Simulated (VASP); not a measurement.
# NbAs (I4_1md) in VASP: further runs

The runs below take NbAs through single point, with PBEsol+U, r2SCAN, PBEsol.

All numbers are computed with VASP 6.6.1; they aren't measurements. Logs are shortened: lines on timing, memory, paths and dates and some standing lists are left out, and cuts for length are marked.

## Step 1: The cell of the first run

It takes space group I4_1md (No. 109, tetragonal). Conventional cell: a = 3.452 Å, b = 3.452 Å, c = 11.680 Å, α = 90.00°, β = 90.00°, γ = 90.00°. Within 3.5 Å of Nb (site symmetry 2mm) lie 6 As at 2.60 to 2.63 Å and 8 Nb at 3.39 to 3.45 Å. Within 3.5 Å of As (site symmetry 2mm) lie 6 Nb at 2.60 to 2.63 Å and 8 As at 3.39 to 3.45 Å.

## Step 2: Single point, PBEsol+U

INCAR reads:

```
SYSTEM = NbAs
  PREC = Accurate
  ENCUT = 520
  EDIFF = 1E-6
  ISMEAR = -1
  SIGMA = 0.05
  LREAL = .False.
  LASPH = .True.
  NELM = 150
  ALGO = Fast
  ISIF = 2
  LWAVE = .False.
  LCHARG = .False.
  LMAXMIX = 4
  LDAU = .True.
  LDAUTYPE = 2
  LDAUL = 2 -1
  LDAUU = 1 0
  LDAUJ = 0 0
  LDAUPRINT = 1
  GGA = PS
  NBANDS = 26
```

KPOINTS reads:

```
Automatic mesh
0
Gamma
  11 11 11
  0 0 0
```

POSCAR reads:

```
NbAs
1.0
   -1.7258500000      1.7258500000      5.8400000000
    1.7258500000     -1.7258500000      5.8400000000
    1.7258500000      1.7258500000     -5.8400000000
Nb As
2 2
Direct
    0.5000000000      0.0000000000      0.5000000000
    0.7500000000      0.7500000000      0.0000000000
    0.9160000000      0.4160000000      0.5000000000
    0.1660000000      0.1660000000      0.0000000000
```

Potentials or basis: VASP PAW PBE potentials, release 64 (Nb_sv, As).

The run is started by

```console
$ cat potpaw_PBE.64/Nb_sv/POTCAR potpaw_PBE.64/As/POTCAR > POTCAR
$ mpirun -np 1 vasp_std > vasp.out
```

OUTCAR:

```text
SYSTEM = NbAs
   PREC = Accurate
   ENCUT = 520
   EDIFF = 1E-6
   ISMEAR = -1
   LREAL = .False.
   LASPH = .True.
   NELM = 150
   ISIF = 2
   GGA = PS

 ion  position               nearest neighbor table
   1  0.500  0.000  0.500-   4 2.60   4 2.60   3 2.63   3 2.63   3 2.63   3 2.63
   2  0.750  0.750  0.000-   3 2.60   3 2.60   4 2.63   4 2.63   4 2.63   4 2.63
   3  0.916  0.416  0.500-   2 2.60   2 2.60   1 2.63   1 2.63   1 2.63   1 2.63
   4  0.166  0.166  0.000-   1 2.60   1 2.60   2 2.63   2 2.63   2 2.63   2 2.63

  LATTYP: Found a body centered tetragonal cell.
 ALAT       =     3.4517000000
 C/A-ratio  =     3.3838398470

  Lattice vectors:

 A1 = (  -1.7258500000,   1.7258500000,   5.8400000000)
 A2 = (   1.7258500000,  -1.7258500000,   5.8400000000)
 A3 = (   1.7258500000,   1.7258500000,  -5.8400000000)

Analysis of symmetry for initial positions (statically):
=====================================================================
 Subroutine PRICEL returns:
 Original cell was already a primitive cell.

 Routine SETGRP: Setting up the symmetry group for a
 body centered tetragonal supercell.

 Subroutine GETGRP returns: Found  8 space group operations
 (whereof  4 operations were pure point group operations)
 out of a pool of 16 trial point group operations.

The static configuration has the point symmetry C_2v.
 The point group associated with its full space group is C_4v.

Analysis of symmetry for dynamics (positions and initial velocities):
=====================================================================
 Subroutine PRICEL returns:
 Original cell was already a primitive cell.

 Routine SETGRP: Setting up the symmetry group for a
 body centered tetragonal supercell.

 Subroutine GETGRP returns: Found  8 space group operations
 (whereof  4 operations were pure point group operations)
 out of a pool of 16 trial point group operations.

The dynamic configuration has the point symmetry C_2v.
 The point group associated with its full space group is C_4v.

 Subroutine INISYM returns: Found  8 space group operations
 (whereof  4 operations are pure point group operations),
 and found     1 'primitive' translations

----------------------------------------------------------------------------------------

                                     Primitive cell

  volume of cell :      69.5791

  direct lattice vectors                    reciprocal lattice vectors
    -1.725850000  1.725850000  5.840000000     0.000000000  0.289712316  0.085616438
     1.725850000 -1.725850000  5.840000000     0.289712316  0.000000000  0.085616438
     1.725850000  1.725850000 -5.840000000     0.289712316  0.289712316  0.000000000

  length of vectors
     6.329511549  6.329511549  6.329511549     0.302098329  0.302098329  0.409715086

  position of ions in fractional coordinates (direct lattice)
     0.500000000  0.000000000  0.500000000
     0.750000000  0.750000000  0.000000000
     0.916000000  0.416000000  0.500000000
     0.166000000  0.166000000  0.000000000

  ion indices of the primitive-cell ions
   primitive index   ion index
                 1           1
                 2           2
                 3           3
                 4           4

----------------------------------------------------------------------------------------

 KPOINTS: Automatic mesh

Automatic generation of k-mesh.
 Grid dimensions read from file:
 generate k-points for:   11   11   11

 Generating k-lattice:
[... 96 lines left out ...]
   LRPA    =     F    only Hartree local field effects (RPA)
 non-spin polarized calculation
 RMM-DIIS sequential band-by-band and
  energy-cutoff  :      520.00
  volume of cell :       69.58
 maximum number of plane-waves:      1896
   NGX = 23   NGY = 23   NGZ = 23

atom =   1  type =  1  l = 2

 onsite density matrix

spin component  1

  0.2506 -0.0000  0.0000  0.0000  0.0000
 -0.0000  0.2429  0.0000 -0.0000 -0.0000
  0.0000  0.0000  0.2500 -0.0000 -0.0023
  0.0000 -0.0000 -0.0000  0.2481  0.0000
  0.0000 -0.0000 -0.0023  0.0000  0.2236

spin component  2

  0.2506 -0.0000  0.0000  0.0000  0.0000
 -0.0000  0.2429  0.0000 -0.0000 -0.0000
  0.0000  0.0000  0.2500 -0.0000 -0.0023
  0.0000 -0.0000 -0.0000  0.2481  0.0000
  0.0000 -0.0000 -0.0023  0.0000  0.2236

 occupancies and eigenvectors

  o =  0.2234  v =  0.0000  0.0000 -0.0860  0.0000 -0.9963  0.0000  0.0000  0.0000  0.0000  0.0000      0.0000  0.0000  0.0000  0.0000  0.0000  0.0000  0.0000  0.0000  0.0000  0.0000
  o =  0.2234  v =  0.0000  0.0000  0.0000  0.0000  0.0000  0.0000  0.0000 -0.0860  0.0000 -0.9963      0.0000  0.0000  0.0000  0.0000  0.0000  0.0000  0.0000  0.0000  0.0000  0.0000
  o =  0.2429  v =  0.0000  0.0000  0.0000  0.0000  0.0000  0.0000 -1.0000  0.0000  0.0000 -0.0000      0.0000  0.0000  0.0000  0.0000  0.0000  0.0000  0.0000  0.0000  0.0000  0.0000
  o =  0.2429  v =  0.0000 -1.0000  0.0000  0.0000 -0.0000  0.0000  0.0000  0.0000  0.0000  0.0000      0.0000  0.0000  0.0000  0.0000  0.0000  0.0000  0.0000  0.0000  0.0000  0.0000
  o =  0.2481  v =  0.0000 -0.0000  0.0000 -1.0000 -0.0000  0.0000  0.0000  0.0000  0.0000  0.0000      0.0000  0.0000  0.0000  0.0000  0.0000  0.0000  0.0000  0.0000  0.0000  0.0000
  o =  0.2481  v =  0.0000  0.0000  0.0000  0.0000  0.0000  0.0000 -0.0000  0.0000 -1.0000 -0.0000      0.0000  0.0000  0.0000  0.0000  0.0000  0.0000  0.0000  0.0000  0.0000  0.0000
  o =  0.2502  v =  0.0000  0.0000  0.0000  0.0000  0.0000  0.0000 -0.0000 -0.9963 -0.0000  0.0860      0.0000  0.0000  0.0000  0.0000  0.0000  0.0000  0.0000  0.0000  0.0000  0.0000
  o =  0.2502  v =  0.0000 -0.0000 -0.9963 -0.0000  0.0860  0.0000  0.0000  0.0000  0.0000  0.0000      0.0000  0.0000  0.0000  0.0000  0.0000  0.0000  0.0000  0.0000  0.0000  0.0000
  o =  0.2506  v =  1.0000  0.0000  0.0000  0.0000  0.0000  0.0000  0.0000  0.0000  0.0000  0.0000      0.0000  0.0000  0.0000  0.0000  0.0000  0.0000  0.0000  0.0000  0.0000  0.0000
  o =  0.2506  v =  0.0000  0.0000  0.0000  0.0000  0.0000  1.0000  0.0000  0.0000  0.0000  0.0000      0.0000  0.0000  0.0000  0.0000  0.0000  0.0000  0.0000  0.0000  0.0000  0.0000

atom =   2  type =  1  l = 2

 onsite density matrix

spin component  1

  0.2506  0.0000  0.0000 -0.0000  0.0000
  0.0000  0.2481 -0.0000 -0.0000 -0.0000
  0.0000 -0.0000  0.2500 -0.0000  0.0023
 -0.0000 -0.0000 -0.0000  0.2429 -0.0000
  0.0000 -0.0000  0.0023 -0.0000  0.2236

spin component  2

  0.2506  0.0000  0.0000 -0.0000  0.0000
  0.0000  0.2481 -0.0000 -0.0000 -0.0000
  0.0000 -0.0000  0.2500 -0.0000  0.0023
 -0.0000 -0.0000 -0.0000  0.2429 -0.0000
  0.0000 -0.0000  0.0023 -0.0000  0.2236

 occupancies and eigenvectors

  o =  0.2234  v =  0.0000 -0.0000  0.0860 -0.0000 -0.9963  0.0000  0.0000  0.0000  0.0000  0.0000      0.0000  0.0000  0.0000  0.0000  0.0000  0.0000  0.0000  0.0000  0.0000  0.0000
  o =  0.2234  v =  0.0000  0.0000  0.0000  0.0000  0.0000  0.0000 -0.0000  0.0860 -0.0000 -0.9963      0.0000  0.0000  0.0000  0.0000  0.0000  0.0000  0.0000  0.0000  0.0000  0.0000
  o =  0.2429  v =  0.0000  0.0000 -0.0000  1.0000 -0.0000  0.0000  0.0000  0.0000  0.0000  0.0000      0.0000  0.0000  0.0000  0.0000  0.0000  0.0000  0.0000  0.0000  0.0000  0.0000
  o =  0.2429  v =  0.0000  0.0000  0.0000  0.0000  0.0000  0.0000  0.0000 -0.0000  1.0000 -0.0000      0.0000  0.0000  0.0000  0.0000  0.0000  0.0000  0.0000  0.0000  0.0000  0.0000
  o =  0.2481  v =  0.0000  0.0000  0.0000  0.0000  0.0000  0.0000  1.0000 -0.0000 -0.0000 -0.0000      0.0000  0.0000  0.0000  0.0000  0.0000  0.0000  0.0000  0.0000  0.0000  0.0000
  o =  0.2481  v =  0.0000  1.0000 -0.0000 -0.0000 -0.0000  0.0000  0.0000  0.0000  0.0000  0.0000      0.0000  0.0000  0.0000  0.0000  0.0000  0.0000  0.0000  0.0000  0.0000  0.0000
  o =  0.2502  v =  0.0000  0.0000  0.9963  0.0000  0.0860  0.0000  0.0000  0.0000  0.0000  0.0000      0.0000  0.0000  0.0000  0.0000  0.0000  0.0000  0.0000  0.0000  0.0000  0.0000
  o =  0.2502  v =  0.0000  0.0000  0.0000  0.0000  0.0000  0.0000  0.0000  0.9963  0.0000  0.0860      0.0000  0.0000  0.0000  0.0000  0.0000  0.0000  0.0000  0.0000  0.0000  0.0000
  o =  0.2506  v =  0.0000  0.0000  0.0000  0.0000  0.0000  1.0000  0.0000  0.0000  0.0000  0.0000      0.0000  0.0000  0.0000  0.0000  0.0000  0.0000  0.0000  0.0000  0.0000  0.0000
  o =  0.2506  v =  1.0000  0.0000  0.0000  0.0000  0.0000  0.0000  0.0000  0.0000  0.0000  0.0000      0.0000  0.0000  0.0000  0.0000  0.0000  0.0000  0.0000  0.0000  0.0000  0.0000

 number of electron      35.9999999 magnetization

 Free energy of the ion-electron system (eV)
  ---------------------------------------------------
  ext. energy  EPLUGINS =         0.00000000
  ---------------------------------------------------
  free energy    TOTEN  =       -33.24893528 eV

  energy without entropy =      -33.24300092  energy(sigma->0) =      -33.24596810

 E-fermi :   9.6071     XC(G=0): -11.9675

 val. band max:        9.5897329473   @ k =  -0.0909   0.4545   0.0909
 cond. band min:       9.6176372644   @ k =  -0.1818  -0.4545   0.1818
 fundamental gap:      0.0279043171
 Fermi energy:         9.6071413464

 k-point     1 :       0.0000    0.0000    0.0000
  band No.  band energies     occupation
      1     -45.6467      2.00000
      2     -45.6182      2.00000
      3     -21.8796      2.00000
      4     -21.7752      2.00000
      5     -21.7752      2.00000
      6     -21.6136      2.00000
[... 685 lines left out ...]
     25      13.3721      0.00000
     26      14.8440      0.00000

 [... further k-points ...]

------------------------ aborting loop because EDIFF is reached ----------------------------------------

  FORCE on cell =-STRESS in cart. coord.  units (eV):
  Direction    XX          YY          ZZ          XY          YZ          ZX
  --------------------------------------------------------------------------------------
  -------------------------------------------------------------------------------------
  Total       -0.5637176     -0.5637176     -0.1851166      0.0000000      0.0000000      0.0000000
  in kB      -12.9805546    -12.9805546     -4.2626228      0.0000000      0.0000000      0.0000000
  external PRESSURE =     -10.0745773 kB  Pullay stress =       0.0000000 kB

 VOLUME and BASIS-vectors are now :
 -----------------------------------------------------------------------------
  energy-cutoff  :      520.00
  volume of cell :       69.58
      direct lattice vectors                 reciprocal lattice vectors
    -1.725850000  1.725850000  5.840000000     0.000000000  0.289712316  0.085616438
     1.725850000 -1.725850000  5.840000000     0.289712316  0.000000000  0.085616438
     1.725850000  1.725850000 -5.840000000     0.289712316  0.289712316  0.000000000

 POSITION                                       TOTAL-FORCE (eV/Angst)
 -----------------------------------------------------------------------------------
      0.00000      1.72585      0.00000         0.000000     -0.000000     -0.292733
      0.00000      0.00000      8.76000        -0.000000      0.000000     -0.292733
      0.00000      1.72585      4.85888        -0.000000      0.000000      0.292733
      0.00000      0.00000      1.93888         0.000000     -0.000000      0.292733
 -----------------------------------------------------------------------------------
    total drift:                               -0.000000     -0.000000     -0.000066

  FREE ENERGIE OF THE ION-ELECTRON SYSTEM (eV)
  ---------------------------------------------------
  free  energy   TOTEN  =       -33.2489352819 eV

  energy  without entropy=      -33.2430009188  energy(sigma->0) =      -33.24596810
```

It took 35 min on 1 thread of Oxide Virtual Turin-like, shared host; peak memory 0.42 GiB.

Results:

```yaml
Free_energy: -33.2489 eV
Pressure: -1.0 GPa
Largest_force: 0.293 eV/Å
Band_gap_on_the_k_mesh: 0.01 eV (least direct gap 0.04 eV)
```

Forces on the atoms (eV/Å):
```
Nb   0.000  0.000 -0.293
Nb   0.000  0.000 -0.293
As   0.000  0.000  0.293
As   0.000  0.000  0.293
```

Eigenvalues of the final occupation matrices:
```csv
site,spin,trace,eigenvalues
site 1 d,1,1.22,0.22 0.24 0.25 0.25 0.25
site 1 d,2,1.22,0.22 0.24 0.25 0.25 0.25
site 2 d,1,1.22,0.22 0.24 0.25 0.25 0.25
site 2 d,2,1.22,0.22 0.24 0.25 0.25 0.25
```

Caveat: the smearing spreads over this small gap; the PAW data sets were made with another functional, which shifts forces and pressure a little; the U is typed as a test and isn't derived for this compound. A k mesh can miss the band edges.

## Step 3: Single point, PBEsol+U

INCAR reads:

```
PREC     = Accurate       # precision mode
ENCUT    = 520            # plane-wave cutoff, eV
EDIFF    = 1E-6           # SCF threshold, eV
ISMEAR   = -1             # smearing method
SIGMA    = 0.05           # smearing width, eV
LREAL    = False          # projectors in reciprocal space
LASPH    = True           # aspherical terms in the spheres
NELM     = 150            # most SCF steps
ALGO     = Normal         # electronic algorithm
ISIF     = 2              # what is computed and relaxed
LWAVE    = False          # write WAVECAR
LCHARG   = False          # write CHGCAR
LMAXMIX  = 4              # l up to which the mixer works
LDAU     = True           # DFT+U
LDAUTYPE = 2            
LDAUL    = 2 -1           # shell
LDAUU    = 2 0            # U, eV
LDAUJ    = 0 0          
LDAUPRINT= 1            
GGA      = PS             # functional
NBANDS   = 26             # bands
```

KPOINTS reads:

```
regular mesh
0
Gamma
  11 11 11
```

POSCAR is that of step 2.

Potentials or basis: VASP PAW PBE potentials, release 64 (Nb_sv, As).

The run is started by

```console
$ cat potpaw_PBE.64/Nb_sv/POTCAR potpaw_PBE.64/As/POTCAR > POTCAR
$ mpirun -np 1 vasp_std > vasp.out
```

It took 14 min on 1 thread of Oxide Virtual Turin-like, shared host; peak memory 0.42 GiB.

Results (log left out):

```yaml
Free_energy: -31.4331 eV
Pressure: 0.3 GPa
Largest_force: 0.295 eV/Å
Band_gap_on_the_k_mesh: zero (bands 18 and 19 overlap by 0.02 eV)
```

Forces in eV/Å, atoms in the order of the input:
```
Nb   0.000  0.000 -0.295
Nb   0.000  0.000 -0.295
As   0.000  0.000  0.295
As   0.000  0.000  0.295
```

Stress tensor (GPa, compression positive):
```
0.08 0.00 0.00
0.00 0.08 0.00
0.00 0.00 0.87
```

Levels at points of the mesh, in eV from the Fermi level:
| k point | band 16 | band 17 | band 18 | band 19 | band 20 | band 21 |
| --- | --- | --- | --- | --- | --- | --- |
| (0.00, 0.00, 0.00) | -1.71 | -1.45 | -1.45 | 0.76 | 1.35 | 2.39 |

Eigenvalues of the final occupation matrices:
```csv
site,spin,trace,eigenvalues
site 1 d,1,1.17,0.21 0.23 0.24 0.24 0.24
site 1 d,2,1.17,0.21 0.23 0.24 0.24 0.24
site 2 d,1,1.17,0.21 0.23 0.24 0.24 0.24
site 2 d,2,1.17,0.21 0.23 0.24 0.24 0.24
```

Caveat: the PAW data sets were made with another functional, which shifts forces and pressure a little; U without spin polarisation on a metal has little footing; the U is typed as a test and isn't derived for this compound.

## Step 4: Single point, r2SCAN

This run uses another cell than the first one, of 17.74 Å³/atom.

POSCAR reads:

```
NbAs
1.0
   -1.7372798033      1.7372798033      5.8786766238
    1.7372798033     -1.7372798033      5.8786766238
    1.7372798033      1.7372798033     -5.8786766238
Nb As
2 2
Direct
    0.5000000000      0.0000000000      0.5000000000
    0.7500000000      0.7500000000      0.0000000000
    0.9160000000      0.4160000000      0.5000000000
    0.1660000000      0.1660000000      0.0000000000
```

INCAR.step1 reads:

```
SYSTEM = NbAs
  PREC = Accurate
  ENCUT = 520
  ISMEAR = -1
  SIGMA = 0.05
  LREAL = .FALSE.
  LASPH = .TRUE.
  NELM = 100
  NBANDS = 26
  GGA = PE
  ALGO = Normal
  EDIFF = 1E-4
  LWAVE = .TRUE.
  LCHARG = .FALSE.
```

INCAR.step2 reads:

```
SYSTEM = NbAs
  PREC = Accurate
  ENCUT = 520
  EDIFF = 1E-6
  ISMEAR = -1
  SIGMA = 0.05
  LREAL = .FALSE.
  LASPH = .TRUE.
  NELM = 100
  ALGO = Normal
  ISIF = 2
  LWAVE = .FALSE.
  LCHARG = .TRUE.
  METAGGA = R2SCAN
  LMIXTAU = .TRUE.
  LELF = .TRUE.
  LVHAR = .TRUE.
  NBANDS = 26
  ISTART = 1
```

KPOINTS reads:

```
Automatic mesh
0
G
  11 11 11
  0 0 0
```

The run is started by

```console
$ cat potpaw_PBE.64/Nb_sv/POTCAR potpaw_PBE.64/As/POTCAR > POTCAR
$ cp INCAR.step1 INCAR
$ mpirun -np 1 vasp_std > vasp.out
$ cp INCAR.step2 INCAR
$ mpirun -np 1 vasp_std > vasp.out
```

Run time: 64 min. Hardware: 1 thread of Oxide Virtual Turin-like, shared host; peak memory 0.44 GiB.

Results (log left out):

| Quantity | Value |
| --- | --- |
| Free energy | -82.2605 eV |
| Pressure | -1.6 GPa |
| Largest force | 0.255 eV/Å |
| Band gap on the k mesh | zero (bands 18 and 19 overlap by 0.03 eV) |

Forces on the atoms (eV/Å):
```
Nb   0.000  0.000 -0.255
Nb   0.000  0.000 -0.255
As   0.000  0.000  0.255
As   0.000  0.000  0.255
```

Stress tensor (GPa, compression positive):
```
-2.23  0.00  0.00
 0.00 -2.23  0.00
 0.00  0.00 -0.30
```

Levels at points of the mesh, in eV from the Fermi level:
```
           k point  band 16  band 17  band 18  band 19  band 20  band 21
(0.00, 0.00, 0.00)    -1.70    -1.51    -1.51     0.74     1.33     2.48
```

Caveat: the PAW data sets were made with another functional, which shifts forces and pressure a little.

## Step 5: Single point, PBEsol

This run uses another cell than the first one, of 17.15 Å³/atom.

INCAR reads:

```
SYSTEM = NbAs
  ALGO = Normal
  EDIFF = 1E-6
  ENCUT = 520
  GGA = PS
  ISIF = 2
  ISMEAR = -1
  LASPH = .True.
  LCHARG = .False.
  LREAL = .False.
  LWAVE = .False.
  NBANDS = 26
  NELM = 60
  PREC = Accurate
  SIGMA = 0.05
```

KPOINTS reads:

```
k-points
0
Gamma
  11 11 11
  0 0 0
```

POSCAR reads:

```
NbAs
1.0
   -1.7198421417      1.7198421417      5.7968811222
    1.7198421417     -1.7198421417      5.7968811222
    1.7198421417      1.7198421417     -5.7968811222
Nb As
2 2
Direct
    0.4987575428     -0.0012424572      0.5000000000
    0.7487575428      0.7487575428      0.0000000000
    0.9172424572      0.4172424572      0.5000000000
    0.1672424572      0.1672424572      0.0000000000
```

The run is started by

```console
$ cat potpaw_PBE.64/Nb_sv/POTCAR potpaw_PBE.64/As/POTCAR > POTCAR
$ mpirun -np 1 vasp_std > vasp.out
```

Run time: 10 min. Hardware: 1 thread of Oxide Virtual Turin-like, shared host; peak memory 0.42 GiB.

The run converged. Its results:

| Quantity | Value |
| --- | --- |
| Free energy | -35.1238 eV |
| Pressure | 0.1 GPa |
| Largest force | 0.007 eV/Å |
| Band gap on the k mesh | 0.06 eV (least direct gap 0.09 eV) |

Forces in eV/Å, atoms in the order of the input:
```
Nb   0.000  0.000 -0.007
Nb   0.000  0.000 -0.007
As   0.000  0.000  0.007
As   0.000  0.000  0.007
```

Levels at points of the mesh, in eV from the valence-band top:
```
           k point  band 14  band 15  band 16  band 17  band 18  band 19  band 20  band 21  band 22  band 23
(0.00, 0.00, 0.00)    -2.20    -2.08    -1.69    -1.36    -1.36     0.73     1.32     2.54     3.07     3.07
```

Caveat: the PAW data sets were made with another functional, which shifts forces and pressure a little.

## Step 6: Summary

```tsv
level	U	cell	gap on the mesh (eV)	pressure (GPa)	largest force (eV/Å)
PBEsol+U	Nb d U = 1.0 eV	a = 6.330 Å, angles 148.4, 148.4, 45.4°, 4 atoms, atomic positions A	0.01	-1.0	0.29
PBEsol+U	Nb d U = 2.0 eV	a = 6.330 Å, angles 148.4, 148.4, 45.4°, 4 atoms, atomic positions A	none	0.3	0.30
r2SCAN	-	a = 6.371 Å, angles 148.4, 148.4, 45.4°, 4 atoms, atomic positions A	none	-1.6	0.26
PBEsol	-	a = 6.286 Å, angles 148.2, 148.2, 45.5°, 4 atoms, atomic positions B	0.06	0.1	0.01
```

Alike in all rows: task single point; potentials or basis VASP PAW PBE potentials, release 64 (Nb_sv, As); no spin polarisation; k mesh 11 × 11 × 11; cutoff (eV) 520; smearing fermi-dirac 0.05 eV.

Caveats: the PAW data sets were made with another functional, which shifts forces and pressure a little; the U is typed as a test and isn't derived for this compound (at least some runs); the smearing spreads over this small gap (at least some runs); U without spin polarisation on a metal has little footing (at least some runs).

Absolute energies hang on the potentials; compare differences alone.

The gap in the log of VASP goes by the Fermi energy; the results here count the filled bands.